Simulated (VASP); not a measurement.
Here is a VASP 6.6.1 calculation.

INCAR

```
  PREC = Accurate
  ENCUT = 520
  EDIFF = 1E-6
  ISMEAR = 0
  SIGMA = 0.1
  LREAL = Auto
  LASPH = T
  NELM = 100
  ALGO = Normal
  ISIF = 2
  LWAVE = F
  LCHARG = F
  LDIPOL = T
  IDIPOL = 3
  DIPOL = 0.5 0.5 0.327
  GGA = PE
  NBANDS = 128
```

Contents of KPOINTS:

```
Automatic mesh
0
Gamma
  4 4 1
```

File POSCAR:

```
SiW16
1.0
    6.3673983380      0.0000000000      0.0000000000
    0.0000000000      6.3673983380      0.0000000000
    0.0000000000      0.0000000000     20.1425770443
W Si
16 1
Direct
    0.2500000000      0.2500000000      0.1985843217
    0.2500000000      0.7500000000      0.1985843217
    0.7500000000      0.2500000000      0.1985843217
    0.7500000000      0.7500000000      0.1985843217
    0.0000000000      0.0000000000      0.2776134142
    0.0000000000      0.5000000000      0.2776134142
    0.5000000000      0.0000000000      0.2776134142
    0.5000000000      0.5000000000      0.2776134142
    0.2500000000      0.2500000000      0.3599451664
    0.2500000000      0.7500000000      0.3599451664
    0.7500000000      0.2500000000      0.3599451664
    0.7500000000      0.7500000000      0.3599451664
    0.0000000000      0.0000000000      0.4290700751
    0.0000000000      0.5000000000      0.4290700751
    0.5000000000      0.0000000000      0.4290700751
    0.5000000000      0.5000000000      0.4290700751
    0.1875000000      0.1875000000      0.5040655521
```

Potentials or basis: VASP PAW PBE potentials, release 64 (W_sv, Si).

Launch:

```sh
$ cat potpaw_PBE.64/W_sv/POTCAR potpaw_PBE.64/Si/POTCAR > POTCAR
$ mpirun -np 1 vasp_std > vasp.out
```

Q: Predict the largest force.

A: 3.604 eV/Å.

Q: Predict the band gap on the k mesh.

A: Zero (bands 114 and 115 overlap by 0.16 eV).

Forces on the atoms (eV/Å):
```
W    0.020  0.020  2.159
W    0.039 -0.019  2.152
W   -0.019  0.039  2.152
W   -0.047 -0.047  1.978
W   -0.016 -0.016 -2.069
W    0.000  0.086 -2.139
W    0.086  0.000 -2.139
W    0.099  0.099 -2.199
W    0.098  0.098 -0.289
W    0.282 -0.308 -0.384
W   -0.308  0.282 -0.384
W   -0.357 -0.357 -0.617
W   -1.924 -1.924 -0.726
W    0.112 -0.253  0.966
W   -0.253  0.112  0.966
W   -0.360 -0.360  0.546
Si   2.548  2.548  0.026
```

Caveat: spin-orbit coupling is left out, which moves the levels of the heavy elements.
